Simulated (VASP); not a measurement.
Input of a VASP 6.6.1 run:

The input INCAR:

```
PREC = Accurate
ENCUT = 520
EDIFF = 1E-6
ISMEAR = 0
SIGMA = 0.1
LREAL = Auto
LASPH = T
NELM = 80
ALGO = Normal
ISIF = 2
LWAVE = F
LCHARG = F
LDIPOL = T
IDIPOL = 3
DIPOL = 0.5 0.5 0.500
GGA = PE
IBRION = 2
NSW = 90
EDIFFG = -0.03
LUSENCCL = F
```

File KPOINTS:

```
regular mesh
0
Gamma
  3 3 1
```

Contents of POSCAR:

```
TaN
1.0
    6.2469625124      0.0000000000      0.0000000000
    0.0000000000      6.2469625124      0.0000000000
    0.0000000000      0.0000000000     20.4172695543
Ta N
12 12
Selective dynamics
Direct
    0.5000000000      0.5000000000      0.3918251644  F F F
    0.5000000000      0.0000000000      0.3918251644  F F F
    0.0000000000      0.5000000000      0.3918251644  F F F
    0.0000000000      0.0000000000      0.3918251644  F F F
    0.7500000000      0.7500000000      0.5000000000  T T T
    0.7500000000      0.2500000000      0.5000000000  T T T
    0.2500000000      0.7500000000      0.5000000000  T T T
    0.2500000000      0.2500000000      0.5000000000  T T T
    0.0000000000      0.0000000000      0.6081748356  T T T
    0.0000000000      0.5000000000      0.6081748356  T T T
    0.5000000000      0.0000000000      0.6081748356  T T T
    0.5000000000      0.5000000000      0.6081748356  T T T
    0.2500000000      0.2500000000      0.3918251644  F F F
    0.2500000000      0.7500000000      0.3918251644  F F F
    0.7500000000      0.2500000000      0.3918251644  F F F
    0.7500000000      0.7500000000      0.3918251644  F F F
    0.5000000000      0.5000000000      0.5000000000  T T T
    0.5000000000      0.0000000000      0.5000000000  T T T
    0.0000000000      0.5000000000      0.5000000000  T T T
    0.0000000000      0.0000000000      0.5000000000  T T T
    0.7500000000      0.7500000000      0.6081748356  T T T
    0.7500000000      0.2500000000      0.6081748356  T T T
    0.2500000000      0.7500000000      0.6081748356  T T T
    0.2500000000      0.2500000000      0.6081748356  T T T
```

Potentials or basis: VASP PAW PBE potentials, release 64 (Ta_pv, N).

Launch:

```console
$ cat potpaw_PBE.64/Ta_pv/POTCAR potpaw_PBE.64/N/POTCAR > POTCAR
$ mpirun -np 1 vasp_std > vasp.out
```

(1) Estimate the energy gained by relaxing.

(2) What does it give for the band gap on the k mesh?

Answers

(1) 44.3 meV/atom.

(2) zero (bands 96 and 97 overlap by 0.35 eV).

Caveat: spin-orbit coupling is left out, which moves the levels of the heavy elements.
